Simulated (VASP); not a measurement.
# BiO (Fmmm) in VASP: relaxation of cell and atoms with PBE

Aim: the relaxation of cell and atoms of BiO with PBE.

Everything below comes from runs of VASP 6.6.1. Logs are shortened: lines on timing, memory, paths and dates and some standing lists are left out, and cuts for length are marked.

### 1 The cell of the first run

Symmetry: Fmmm, No. 69, orthorhombic system. Conventional cell: a = 6.608 Å, b = 6.819 Å, c = 7.418 Å, α = 90.00°, β = 90.00°, γ = 90.00°. Within 2.9 Å of Bi (site symmetry 2mm) lie 4 O at 2.20 to 2.80 Å. Within 3.0 Å of O (site symmetry mm2) lie 4 Bi at 2.20 to 2.80 Å and 1 O at 2.90 Å.

The cell was generated, and may not be a known phase.

### 2 Relaxation of cell and atoms, PBE

Contents of INCAR:

```
SYSTEM = BiO
PREC = Accurate
ENCUT = 600
EDIFF = 1E-6
ISMEAR = 0
SIGMA = 0.1
LREAL = .FALSE.
LASPH = .TRUE.
NELM = 100
ALGO = Fast
ISIF = 3
LWAVE = .FALSE.
LCHARG = .FALSE.
GGA = PE
IBRION = 2
NSW = 100
EDIFFG = -0.01
```

Contents of KPOINTS:

```
regular mesh
0
G
  12 12 12
  0 0 0
```

Contents of POSCAR:

```
BiO
1.0
    0.0000000000      3.4095445437      3.7087617833
    3.3037828020      0.0000000000      3.7087617833
    3.3037828020      3.4095445437      0.0000000000
Bi O
2 2
Direct
    0.2506146436      0.7493853564      0.7493853564
    0.7493853564      0.2506146436      0.2506146436
    0.8045088512      0.8045088512      0.1954911488
    0.1954911488      0.1954911488      0.8045088512
```

Potentials or basis: VASP PAW PBE potentials, release 64 (Bi_d, O).

Started as:

```console
$ cat potpaw_PBE.64/Bi_d/POTCAR potpaw_PBE.64/O/POTCAR > POTCAR
$ mpirun -np 1 vasp_std > vasp.out
```

OUTCAR:

```text
SYSTEM = BiO
   PREC = Accurate
   ENCUT = 600
   EDIFF = 1E-6
   ISMEAR = 0
   LREAL = .FALSE.
   LASPH = .TRUE.
   NELM = 100
   ISIF = 3
   GGA = PE
   IBRION = 2
   NSW = 100
   EDIFFG = -0.01

 ion  position               nearest neighbor table
   1  0.251  0.749  0.749-   3 2.20   4 2.20   3 2.80   4 2.80   2 3.30   2 3.31   2 3.41   2 3.41
                             2 3.71   2 3.71
   2  0.749  0.251  0.251-   3 2.20   4 2.20   3 2.80   4 2.80   1 3.30   1 3.31   1 3.41   1 3.41
                             1 3.71   1 3.71
   3  0.805  0.805  0.195-   1 2.20   2 2.20   2 2.80   1 2.80
   4  0.195  0.195  0.805-   1 2.20   2 2.20   2 2.80   1 2.80

  LATTYP: Found a face centered orthorhombic cell.
 ALAT       =     6.6075656040
 B/A-ratio  =     1.0320123168
 C/A-ratio  =     1.1225803891

  Lattice vectors:

 A1 = (   0.0000000000,   3.4095445437,   3.7087617833)
 A2 = (   3.3037828020,   0.0000000000,   3.7087617833)
 A3 = (   3.3037828020,   3.4095445437,   0.0000000000)

Analysis of symmetry for initial positions (statically):
=====================================================================
 Subroutine PRICEL returns:
 Original cell was already a primitive cell.

 Routine SETGRP: Setting up the symmetry group for a
 face centered orthorhombic supercell.

 Subroutine GETGRP returns: Found  8 space group operations
 (whereof  8 operations were pure point group operations)
 out of a pool of  8 trial point group operations.

The static configuration has the point symmetry D_2h.

Analysis of symmetry for dynamics (positions and initial velocities):
=====================================================================
 Subroutine PRICEL returns:
 Original cell was already a primitive cell.

 Routine SETGRP: Setting up the symmetry group for a
 face centered orthorhombic supercell.

 Subroutine GETGRP returns: Found  8 space group operations
 (whereof  8 operations were pure point group operations)
 out of a pool of  8 trial point group operations.

The dynamic configuration has the point symmetry D_2h.

 Subroutine INISYM returns: Found  8 space group operations
 (whereof  8 operations are pure point group operations),
 and found     1 'primitive' translations

----------------------------------------------------------------------------------------

                                     Primitive cell

  volume of cell :      83.5539

  direct lattice vectors                    reciprocal lattice vectors
     0.000000000  3.409544544  3.708761783    -0.151341668  0.146647153  0.134815884
     3.303782802  0.000000000  3.708761783     0.151341668 -0.146647153  0.134815884
     3.303782802  3.409544544  0.000000000     0.151341668  0.146647153 -0.134815884

  length of vectors
     5.037847552  4.966879782  4.747628334     0.250169963  0.250169963  0.250169963

  position of ions in fractional coordinates (direct lattice)
     0.250614644  0.749385356  0.749385356
     0.749385356  0.250614644  0.250614644
     0.804508851  0.804508851  0.195491149
     0.195491149  0.195491149  0.804508851

  ion indices of the primitive-cell ions
   primitive index   ion index
                 1           1
                 2           2
                 3           3
                 4           4

----------------------------------------------------------------------------------------

 KPOINTS: regular mesh

Automatic generation of k-mesh.
 Grid dimensions read from file:
 generate k-points for:   12   12   12

 Generating k-lattice:

  Cartesian coordinates                     Fractional coordinates (reciprocal lattice)
    -0.012611806  0.012220596  0.011234657     0.083333333  0.000000000  0.000000000
     0.012611806 -0.012220596  0.011234657     0.000000000  0.083333333  0.000000000
     0.012611806  0.012220596 -0.011234657    -0.000000000 -0.000000000  0.083333333

  Length of vectors
     0.020847497  0.020847497  0.020847497

  Shift w.r.t. Gamma in fractional coordinates (k-lattice)
     0.000000000  0.000000000  0.000000000

 Subroutine IBZKPT returns following result:
 ===========================================

 Found    280 irreducible k-points:

 Following reciprocal coordinates:
            Coordinates               Weight
  0.000000  0.000000  0.000000      1.000000
  0.083333 -0.000000 -0.000000      8.000000
  0.166667  0.000000  0.000000      8.000000
  0.250000  0.000000  0.000000      8.000000
  0.333333 -0.000000 -0.000000      8.000000
  0.416667  0.000000 -0.000000      8.000000
[... 16 lines left out ...]
  0.500000  0.166667 -0.000000      8.000000
 -0.416667  0.166667  0.000000      8.000000
 [... further k-points ...]
   k-points           NKPTS =    280   k-points in BZ     NKDIM =    280   number of bands    NBANDS=     25
   number of dos      NEDOS =    301   number of ions     NIONS =      4
   total plane-waves  NPLWV =  64000
   dimension x,y,z NGX =    40 NGY =   40 NGZ =   40
   dimension x,y,z NGXF=    80 NGYF=   80 NGZF=   80
   ions per type =               2   2
   NGX,Y,Z   is equivalent  to a cutoff of  13.20, 13.39, 14.01 a.u.
   NGXF,Y,Z  is equivalent  to a cutoff of  26.40, 26.78, 28.01 a.u.
 SYSTEM =  BiO
   PREC   = accura    normal or accurate (medium, high low for compatibility)
   ISTART =      0    job   : 0-new  1-cont  2-samecut
   ICHARG =      2    charge: 1-file 2-atom 10-const
   ISPIN  =      1    spin polarized calculation?
   LNONCOLLINEAR =      F non collinear calculations
   LSORBIT =      F    spin-orbit coupling
   LASPH  =      T    aspherical Exc in radial PAW
   ENCUT  =  600.0 eV  44.10 Ry    6.64 a.u.  10.06  9.92  9.48*2*pi/ulx,y,z
   NELM   =    100;   NELMIN=  2; NELMDL= -5     # of ELM steps
   EDIFF  = 0.1E-05   stopping-criterion for ELM
   LREAL  =      F    real-space projection
   EDIFFG = -.1E-01   stopping-criterion for IOM
   NSW    =    100    number of steps for IOM
   IBRION =      2    ionic relax: 0-MD 1-quasi-New 2-CG
   NFREE  =      1    steps in history (QN), initial steepest desc. (CG)
   ISIF   =      3    stress and relaxation
   ISYM   =      2    0-nonsym 1-usesym 2-fastsym
   POTIM  = 0.5000    time-step for ionic-motion
   TEBEG  =    0.0;   TEEND  =   0.0 temperature during run
   PSTRESS=    0.0 pullay stress
   NELECT =      42.0000    total number of electrons
   NUPDOWN=      -1.0000    fix difference up-down
   EMIN   =  10.00;   EMAX   =-10.00  energy-range for DOS
   EFERMI =   0.00;   METHOD = LEGACY
   ISMEAR =     0;   SIGMA  =   0.10  broadening in eV -4-tet -1-fermi 0-gaus
   EFERMI_NEDOS =   21; number of points for ismear=-14 and -15
   IALGO  =     68    algorithm
   IMIX   =      4    mixing-type and parameters
     AMIX     =   0.40;   BMIX     =  1.00
     AMIX_MAG =   1.60;   BMIX_MAG =  1.00
  volume/ion in A,a.u.               =      20.89       140.96
  Fermi-wavevector in a.u.,A,eV,Ry     =   1.301674  2.459808 23.053113  1.694356
  Thomas-Fermi vector in A             =   2.432792
   LORBIT       =      0    0 simple, 1 ext, 2 COOP (PROOUT), +10 PAW based schemes
   GGA     = PE    functional components
   LHFCALC =     F    Hartree Fock is set to
   AEXX    =    0.0000 exact exchange contribution
   IVDW    =     0    specifies the selected vdW correction
   LEPSILON=     F    determine dielectric tensor
   LRPA    =     F    only Hartree local field effects (RPA)
 conjugate gradient relaxation of ions
 non-spin polarized calculation
 RMM-DIIS sequential band-by-band and
 Gauss-broadening in eV      SIGMA  =   0.10
  energy-cutoff  :      600.00
  volume of cell :       83.55
 maximum number of plane-waves:      2826
   NGX = 21   NGY = 19   NGZ = 19

--------------------------------------- Ionic step        1  -------------------------------------------

 number of electron      41.9999994 magnetization

 Free energy of the ion-electron system (eV)
  ---------------------------------------------------
  ext. energy  EPLUGINS =         0.00000000
  ---------------------------------------------------
  free energy    TOTEN  =       -20.59180982 eV

  energy without entropy =      -20.58899921  energy(sigma->0) =      -20.59040451

------------------------ aborting loop because EDIFF is reached ----------------------------------------

  FORCE on cell =-STRESS in cart. coord.  units (eV):
  Direction    XX          YY          ZZ          XY          YZ          ZX
  --------------------------------------------------------------------------------------
  -------------------------------------------------------------------------------------
  Total        0.6937346     -0.2598244     -0.1082009     -0.0000000      0.0000000      0.0000000
  in kB       13.3026191     -4.9822285     -2.0747924     -0.0000000      0.0000000      0.0000000
  external PRESSURE =       2.0818660 kB  Pullay stress =       0.0000000 kB
[... 95 lines left out ...]
  FREE ENERGIE OF THE ION-ELECTRON SYSTEM (eV)
  ---------------------------------------------------
  free  energy   TOTEN  =       -20.5951519767 eV

  energy  without entropy=      -20.5919758746  energy(sigma->0) =      -20.59356393

[... ionic steps 4 to 12 ...]

--------------------------------------- Ionic step       13  -------------------------------------------

 number of electron      41.9999998 magnetization

------------------------ aborting loop because EDIFF is reached ----------------------------------------

  FORCE on cell =-STRESS in cart. coord.  units (eV):
  Direction    XX          YY          ZZ          XY          YZ          ZX
  --------------------------------------------------------------------------------------
  -------------------------------------------------------------------------------------
  Total        0.0105572      0.0064283     -0.0301000      0.0000000      0.0000000      0.0000000
  in kB        0.2030673      0.1236469     -0.5789710      0.0000000      0.0000000      0.0000000
  external PRESSURE =      -0.0840856 kB  Pullay stress =       0.0000000 kB
[... 61 lines left out ...]
  energy  without entropy=      -20.5962049252  energy(sigma->0) =      -20.59799865

--------------------------------------- Ionic step       15  -------------------------------------------

 number of electron      41.9999998 magnetization

 Free energy of the ion-electron system (eV)
  ---------------------------------------------------
  ext. energy  EPLUGINS =         0.00000000
  ---------------------------------------------------
  free energy    TOTEN  =       -20.59983564 eV

  energy without entropy =      -20.59624101  energy(sigma->0) =      -20.59803833

 E-fermi :   6.1850     XC(G=0):  -9.8794

 val. band max:        6.1734572194   @ k =   0.3333   0.0000   0.3333
 cond. band min:       6.1884219450   @ k =   0.4167  -0.0000   0.1667
 fundamental gap:      0.0149647256
 Fermi energy:         6.1849866767

 k-point     1 :       0.0000    0.0000    0.0000
  band No.  band energies     occupation
      1     -17.4275      2.00000
      2     -17.3036      2.00000
      3     -17.2324      2.00000
      4     -17.0939      2.00000
      5     -17.0809      2.00000
      6     -17.0792      2.00000
[... 661 lines left out ...]
     24       8.5716      0.00000
     25      10.0802      0.00000

 [... further k-points ...]

------------------------ aborting loop because EDIFF is reached ----------------------------------------

  FORCE on cell =-STRESS in cart. coord.  units (eV):
  Direction    XX          YY          ZZ          XY          YZ          ZX
  --------------------------------------------------------------------------------------
  -------------------------------------------------------------------------------------
  Total       -0.0079619     -0.0160277     -0.0095757     -0.0000000      0.0000000      0.0000000
  in kB       -0.1531915     -0.3083825     -0.1842436     -0.0000000      0.0000000      0.0000000
  external PRESSURE =      -0.2152726 kB  Pullay stress =       0.0000000 kB
[... 19 lines left out ...]
  FREE ENERGIE OF THE ION-ELECTRON SYSTEM (eV)
  ---------------------------------------------------
  free  energy   TOTEN  =       -20.5998356434 eV

  energy  without entropy=      -20.5962410114  energy(sigma->0) =      -20.59803833

 reached required accuracy - stopping structural energy minimisation
```

Run time: 2.1 h. Hardware: 1 thread of Oxide Virtual Turin-like, shared host; peak memory 0.68 GiB.

Results:

```
Free energy                           : -20.5998 eV
Relaxed volume                        : 20.82 Å³/atom
Relaxed cell                          : a = 4.991 Å, b = 4.969 Å, c = 4.765 Å, α = 61.65°, β = 61.18°, γ = 57.17°
Space group after relaxing (to 0.1 Å) : Fmmm (No. 69)
Energy gained by relaxing             : 2.0 meV/atom
Ionic steps                           : 15
Pressure after relaxing               : 0.0 GPa
Largest force after relaxing          : 0.007 eV/Å
Band gap on the k mesh                : zero (bands 21 and 22 overlap by 1.45 eV)
```

Forces in eV/Å, atoms in the order of the input:
```
Bi  -0.007  0.000  0.000
Bi   0.007  0.000  0.000
O    0.000  0.000 -0.002
O    0.000  0.000  0.002
```

Step by step:
```csv
step,energy change (eV),largest force (eV/Å),pressure (GPa),volume (Å³)
1,0.0000,0.0691,0.21,83.55
2,-0.0033,0.1724,-0.60,83.88
3,-0.0033,0.1668,-0.53,83.85
4,-0.0061,0.0799,-0.16,83.50
5,-0.0067,0.0799,0.05,83.29
6,-0.0067,0.0882,0.13,83.22
7,-0.0073,0.0573,0.06,83.26
8,-0.0076,0.0318,-0.03,83.30
9,-0.0074,0.0180,-0.21,83.38
10,-0.0076,0.0175,-0.09,83.33
11,-0.0078,0.0472,0.12,83.21
12,-0.0078,0.0310,0.09,83.23
13,-0.0080,0.0204,-0.01,83.30
14,-0.0080,0.0165,-0.04,83.32
15,-0.0080,0.0072,-0.02,83.27
```

Final structure:
```
Bi O
1.0
     0.00000    3.38602    3.66687
     3.35333    0.00000    3.66687
     3.35333    3.38602    0.00000
Bi O
2 2
Direct
  0.24798 0.75202 0.75202
  0.75202 0.24798 0.24798
  0.80151 0.80151 0.19849
  0.19849 0.19849 0.80151
```

Caveat: spin-orbit coupling is left out, which moves the levels of the heavy elements.
